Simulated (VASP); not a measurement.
# TiAl (P4/mmm) in VASP: notebook, part 2 of 2

VASP 6.6.1. The steps go on from the part before.

### Step 3. Single point, PBE+D3(BJ)

This run uses another cell than the first one, of 15.54 Å³/atom.

Input file INCAR:

```
PREC     = Accurate       # precision mode
ENCUT    = 520            # plane-wave cutoff, eV
EDIFF    = 1E-7           # SCF threshold, eV
ISMEAR   = 0              # smearing method
SIGMA    = 0.1            # smearing width, eV
LREAL    = False          # projectors in reciprocal space
LASPH    = True           # aspherical terms in the spheres
NELM     = 80             # most SCF steps
ALGO     = Normal         # electronic algorithm
ISIF     = 2              # what is computed and relaxed
LWAVE    = False          # write WAVECAR
LCHARG   = False          # write CHGCAR
GGA      = PE             # functional
IVDW     = 12             # dispersion correction
NBANDS   = 14             # bands
```

Input file KPOINTS:

```
regular mesh
0
Gamma
  14 14 10
```

Input file POSCAR:

```
TiAl
1.0
    2.7812940337      0.0000000000      0.0000000000
    0.0000000000      2.7812940337      0.0000000000
    0.0000000000      0.0000000000      4.0168444014
Ti Al
1 1
Direct
    0.5000000000      0.5000000000      0.5000000000
    0.0000000000      0.0000000000      0.0000000000
```

Potentials or basis: VASP PAW PBE potentials, release 64 (Ti_sv, Al).

Command:

```
> cat potpaw_PBE.64/Ti_sv/POTCAR potpaw_PBE.64/Al/POTCAR > POTCAR
> mpirun -np 1 vasp_std > vasp.out
```

OUTCAR:

```text
PREC = Accurate
   ENCUT = 520
   EDIFF = 1E-7
   ISMEAR = 0
   LREAL = False
   LASPH = True
   NELM = 80
   ISIF = 2
   GGA = PE
   IVDW = 12
 IVDW          = 12

 ion  position               nearest neighbor table
   1  0.500  0.500  0.500-   2 2.81   2 2.81   2 2.81   2 2.81   2 2.81   2 2.81   2 2.81   2 2.81

   2  0.000  0.000  0.000-   1 2.81   1 2.81   1 2.81   1 2.81   1 2.81   1 2.81   1 2.81   1 2.81

  LATTYP: Found a simple tetragonal cell.
 ALAT       =     2.7812940337
 C/A-ratio  =     1.4442357955

  Lattice vectors:

 A1 = (   2.7812940337,   0.0000000000,   0.0000000000)
 A2 = (   0.0000000000,   2.7812940337,   0.0000000000)
 A3 = (   0.0000000000,   0.0000000000,   4.0168444014)

Analysis of symmetry for initial positions (statically):
=====================================================================
 Subroutine PRICEL returns:
 Original cell was already a primitive cell.

 Routine SETGRP: Setting up the symmetry group for a
 simple tetragonal supercell.

 Subroutine GETGRP returns: Found 16 space group operations
 (whereof 16 operations were pure point group operations)
 out of a pool of 16 trial point group operations.

The static configuration has the point symmetry D_4h.

Analysis of symmetry for dynamics (positions and initial velocities):
=====================================================================
 Subroutine PRICEL returns:
 Original cell was already a primitive cell.

 Routine SETGRP: Setting up the symmetry group for a
 simple tetragonal supercell.

 Subroutine GETGRP returns: Found 16 space group operations
 (whereof 16 operations were pure point group operations)
 out of a pool of 16 trial point group operations.

The dynamic configuration has the point symmetry D_4h.

 Subroutine INISYM returns: Found 16 space group operations
 (whereof 16 operations are pure point group operations),
 and found     1 'primitive' translations

----------------------------------------------------------------------------------------

                                     Primitive cell

  volume of cell :      31.0727
[... 121 lines left out ...]
 Gauss-broadening in eV      SIGMA  =   0.10
  energy-cutoff  :      520.00
  volume of cell :       31.07
 maximum number of plane-waves:       860
 NGX is ok and might be reduce to    24
   NGX = 11   NGY = 11   NGZ = 15

 number of electron      14.9999997 magnetization

 Free energy of the ion-electron system (eV)
  ---------------------------------------------------
  ext. energy  EPLUGINS =         0.00000000
  ---------------------------------------------------
  free energy    TOTEN  =       -12.37280978 eV

  energy without entropy =      -12.36470646  energy(sigma->0) =      -12.36875812

 E-fermi :   8.7826     XC(G=0): -11.2226

 val. band max:        8.7755772713   @ k =   0.4286   0.1429   0.3000
 cond. band min:       8.7832006691   @ k =   0.2143   0.1429   0.5000
 fundamental gap:      0.0076233979
 Fermi energy:         8.7826333987

 k-point     1 :       0.0000    0.0000    0.0000
  band No.  band energies     occupation
      1     -47.7600      2.00000
      2     -24.1633      2.00000
      3     -23.6829      2.00000
      4     -23.6829      2.00000
      5      -0.4620      2.00000
      6       6.8203      2.00000
      7       7.8753      2.00000
      8       8.4434      2.00000
      9      11.0483      0.00000
     10      11.0483      0.00000
     11      12.2618      0.00000
     12      15.2461      0.00000
     13      17.4897      0.00000
     14      17.4897      0.00000
[... 377 lines left out ...]
      1     -47.6779      2.00000
      2     -24.1011      2.00000
      3     -24.0838      2.00000
      4     -23.8499      2.00000
      5       2.8093      2.00000
      6       6.9881      2.00000
      7       7.6368      2.00000
      8       8.7590      1.26141
      9       9.7694      0.00000
     10      10.1821      0.00000
     11      12.5551      0.00000
     12      14.9001      0.00000
     13      15.5926      0.00000
     14      16.0264      0.00000

 [... further k-points ...]

------------------------ aborting loop because EDIFF is reached ----------------------------------------

 Edisp (eV)   -1.00809

 E8    (eV) :    -0.4675

  FORCE on cell =-STRESS in cart. coord.  units (eV):
  Direction    XX          YY          ZZ          XY          YZ          ZX
  --------------------------------------------------------------------------------------
  -------------------------------------------------------------------------------------
  Total      -0.00776    -0.00776    -0.00410     0.00000     0.00000     0.00000
  in kB      -0.40013    -0.40013    -0.21150     0.00000     0.00000     0.00000
  external pressure =       -0.34 kB  Pullay stress =        0.00 kB

 VOLUME and BASIS-vectors are now :
 -----------------------------------------------------------------------------
  energy-cutoff  :      520.00
  volume of cell :       31.07
      direct lattice vectors                 reciprocal lattice vectors
     2.781294034  0.000000000  0.000000000     0.359544869  0.000000000  0.000000000
     0.000000000  2.781294034  0.000000000     0.000000000  0.359544869  0.000000000
     0.000000000  0.000000000  4.016844401     0.000000000  0.000000000  0.248951640

 POSITION                                       TOTAL-FORCE (eV/Angst)
 -----------------------------------------------------------------------------------
      1.39065      1.39065      2.00842         0.000000      0.000000      0.000000
      0.00000      0.00000      0.00000         0.000000      0.000000      0.000000
 -----------------------------------------------------------------------------------
    total drift:                                0.000000      0.000000     -0.000000

  FREE ENERGIE OF THE ION-ELECTRON SYSTEM (eV)
  ---------------------------------------------------
  free  energy   TOTEN  =       -13.3809000131 eV

  energy  without entropy=      -13.3727966933  energy(sigma->0) =      -13.37684835
```

stdout:

```text
POSCAR found type information on POSCAR TiAl
 POSCAR found :  2 types and       2 ions
 scaLAPACK will be used
 LDA part: xc-table for (Slater+PW92), standard interpolation
 POSCAR, INCAR and KPOINTS ok, starting setup
 FFT: planning ... GRIDC
 FFT: planning ... GRID_SOFT
 FFT: planning ... GRID
 WAVECAR not read
 entering main loop
```

It took 2.1 min on 1 thread of Intel Xeon 8259CL, shared host; peak memory 0.23 GiB.

Results:

* Free energy: -13.3809 eV
* Pressure: 0.0 GPa
* Band gap on the k mesh: zero (an odd number of electrons rules out a gap without spin polarisation)
* Dispersion energy per atom: -0.504 eV

### Step 4. Relaxation of cell and atoms, PBE+D3(BJ)

Input file INCAR:

```
  PREC = Accurate
  ENCUT = 600
  EDIFF = 1E-6
  ISMEAR = 0
  SIGMA = 0.1
  LREAL = F
  LASPH = T
  NELM = 80
  ALGO = Normal
  ISIF = 3
  LWAVE = F
  LCHARG = F
  GGA = PE
  IVDW = 12
  IBRION = 2
  NSW = 100
  EDIFFG = -0.002
```

Input file KPOINTS:

```
Automatic mesh
0
Gamma
  14 14 10
```

Input file POSCAR:

```
TiAl
1.0
    2.8107518100      0.0000000000      0.0000000000
    0.0000000000      2.8107518100      0.0000000000
    0.0000000000      0.0000000000      4.0664219200
Ti Al
1 1
Direct
    0.5000000000      0.5000000000      0.5000000000
    0.0000000000      0.0000000000      0.0000000000
```

Potentials or basis: VASP PAW PBE potentials, release 64 (Ti_sv, Al).

Command:

```
> cat potpaw_PBE.64/Ti_sv/POTCAR potpaw_PBE.64/Al/POTCAR > POTCAR
> mpirun -np 1 vasp_std > vasp.out
```

OUTCAR:

```text
PREC = Accurate
   ENCUT = 600
   EDIFF = 1E-6
   ISMEAR = 0
   LREAL = F
   LASPH = T
   NELM = 80
   ISIF = 3
   GGA = PE
   IVDW = 12
   IBRION = 2
   NSW = 100
   EDIFFG = -0.002
 IVDW          = 12

 ion  position               nearest neighbor table
   1  0.500  0.500  0.500-   2 2.84   2 2.84   2 2.84   2 2.84   2 2.84   2 2.84   2 2.84   2 2.84

   2  0.000  0.000  0.000-   1 2.84   1 2.84   1 2.84   1 2.84   1 2.84   1 2.84   1 2.84   1 2.84

  LATTYP: Found a simple tetragonal cell.
 ALAT       =     2.8107518100
 C/A-ratio  =     1.4467381665

  Lattice vectors:

 A1 = (   2.8107518100,   0.0000000000,   0.0000000000)
 A2 = (   0.0000000000,   2.8107518100,   0.0000000000)
 A3 = (   0.0000000000,   0.0000000000,   4.0664219200)

Analysis of symmetry for initial positions (statically):
=====================================================================
 Subroutine PRICEL returns:
 Original cell was already a primitive cell.
[... 380 lines left out ...]
  free energy    TOTEN  =       -12.37282320 eV

  energy without entropy =      -12.36473061  energy(sigma->0) =      -12.36877691

 E-fermi :   8.7868     XC(G=0): -11.2243

 val. band max:        8.7802984382   @ k =   0.4286   0.1429   0.3000
 cond. band min:       8.7875654717   @ k =   0.2143   0.1429   0.5000
 fundamental gap:      0.0072670335
 Fermi energy:         8.7868265593

 k-point     1 :       0.0000    0.0000    0.0000
  band No.  band energies     occupation
      1     -47.7546      2.00000
      2     -24.1585      2.00000
      3     -23.6773      2.00000
      4     -23.6773      2.00000
      5      -0.4598      2.00000
      6       6.8229      2.00000
      7       7.8790      2.00000
      8       8.4436      2.00000
      9      11.0545      0.00000
     10      11.0545      0.00000
     11      12.2693      0.00000
[... 309 lines left out ...]
 k-point    24 :       0.3571    0.2143    0.0000
  band No.  band energies     occupation
      1     -47.6722      2.00000
      2     -24.0965      2.00000
      3     -24.0787      2.00000
      4     -23.8447      2.00000
      5       2.8132      2.00000
      6       6.9934      2.00000
      7       7.6389      2.00000
      8       8.7643      1.25018
      9       9.7739      0.00000
     10      10.1878      0.00000
     11      12.5612      0.00000

 [... further k-points ...]

------------------------ aborting loop because EDIFF is reached ----------------------------------------

 Edisp (eV)   -1.00852

 E8    (eV) :    -0.4677
[... 25 lines left out ...]
  FREE ENERGIE OF THE ION-ELECTRON SYSTEM (eV)
  ---------------------------------------------------
  free  energy   TOTEN  =       -13.3813391460 eV

  energy  without entropy=      -13.3732465562  energy(sigma->0) =      -13.37729285

 reached required accuracy - stopping structural energy minimisation
```

OSZICAR:

```text
N       E                     dE             d eps       ncg     rms          rms(c)
DAV:   1     0.107118117723E+03    0.10712E+03   -0.82437E+03  4752   0.153E+03
DAV:   2    -0.342768424300E+01   -0.11055E+03   -0.10760E+03  4788   0.363E+02
[... 103 lines left out ...]
       N       E                     dE             d eps       ncg     rms          rms(c)
DAV:   1    -0.123728042579E+02    0.34501E-04   -0.42845E-06  4591   0.299E-02    0.456E-03
DAV:   2    -0.123728040272E+02    0.23071E-06   -0.20826E-06  4498   0.174E-02
  15 F= -.13381339E+02 E0= -.13377293E+02  d E =-.441210E-05
       N       E                     dE             d eps       ncg     rms          rms(c)
DAV:   1    -0.123728232447E+02   -0.18987E-04   -0.96489E-07  2413   0.164E-02    0.145E-03
DAV:   2    -0.123728232022E+02    0.42452E-07   -0.42051E-07  2376   0.926E-03
  16 F= -.13381339E+02 E0= -.13377293E+02  d E =-.433846E-05
```

Wall time 11 min (1 thread of Intel Xeon 8259CL, shared host); peak memory 0.26 GiB.

Results:

| Property | Result |
| --- | --- |
| Free energy | -13.3813 eV |
| Relaxed volume | 15.53 Å³/atom |
| Relaxed cell | a = 2.781 Å, b = 2.781 Å, c = 4.017 Å, α = 90.00°, β = 90.00°, γ = 90.00° |
| Space group after relaxing (to 0.1 Å) | P4/mmm (No. 123) |
| Energy gained by relaxing | 6.7 meV/atom |
| Ionic steps | 16 |
| Pressure after relaxing | 0.0 GPa |
| Band gap on the k mesh | zero (an odd number of electrons rules out a gap without spin polarisation) |
| Dispersion energy per atom | -0.504 eV |

Step by step:
| step | energy change (eV) | largest force (eV/Å) | pressure (GPa) | volume (Å³) |
| --- | --- | --- | --- | --- |
| 1 | 0.0000 | 0.0000 | -3.90 | 32.13 |
| 2 | -0.0066 | 0.0000 | 3.02 | 30.34 |
| 3 | -0.0133 | 0.0000 | -0.03 | 31.06 |
| 4 | -0.0133 | 0.0000 | 0.06 | 31.04 |
| 5 | -0.0133 | 0.0000 | 0.01 | 31.06 |
| 6 | -0.0133 | 0.0000 | -0.02 | 31.08 |
| 7 | -0.0133 | 0.0000 | -0.06 | 31.08 |
| 8 | -0.0133 | 0.0000 | -0.03 | 31.08 |
| 9 | -0.0133 | 0.0000 | -0.06 | 31.06 |
| 10 | -0.0133 | 0.0000 | 0.18 | 31.02 |
| 11 | -0.0133 | 0.0000 | 0.07 | 31.05 |
| 12 | -0.0133 | 0.0000 | 0.05 | 31.06 |
| 13 | -0.0133 | 0.0000 | 0.03 | 31.06 |
| 14 | -0.0133 | 0.0000 | -0.02 | 31.06 |
| 15 | -0.0133 | 0.0000 | 0.04 | 31.06 |
| 16 | -0.0133 | 0.0000 | 0.00 | 31.06 |

Final structure:
```xyz
2
Lattice="2.7805 0.0000 0.0000 0.0000 2.7805 0.0000 0.0000 0.0000 4.0175" Properties=species:S:1:pos:R:3 pbc="T T T"
Ti    1.3903    1.3903    2.0087
Al    0.0000    0.0000    0.0000
```

### Step 5. The runs side by side

```csv
task,cell,k mesh,cutoff (eV),gap on the mesh (eV),pressure (GPa)
single point,"a = 2.811, b = 2.811, c = 4.066 Å, 2 atoms",6 × 6 × 4,520,none,-3.7
single point,"a = 2.781, b = 2.781, c = 4.017 Å, 2 atoms",14 × 14 × 10,520,none,0.0
relaxation of cell and atoms,"relaxed from a = 2.811, b = 2.811, c = 4.066 Å, 2 atoms",14 × 14 × 10,600,none,0.0
```

Alike in all rows: level PBE+D3(BJ); potentials or basis VASP PAW PBE potentials, release 64 (Ti_sv, Al); no spin polarisation; smearing gaussian 0.1 eV.

Caveats: some runs use coarse meshes.

Absolute energies hang on the potentials; compare differences alone.
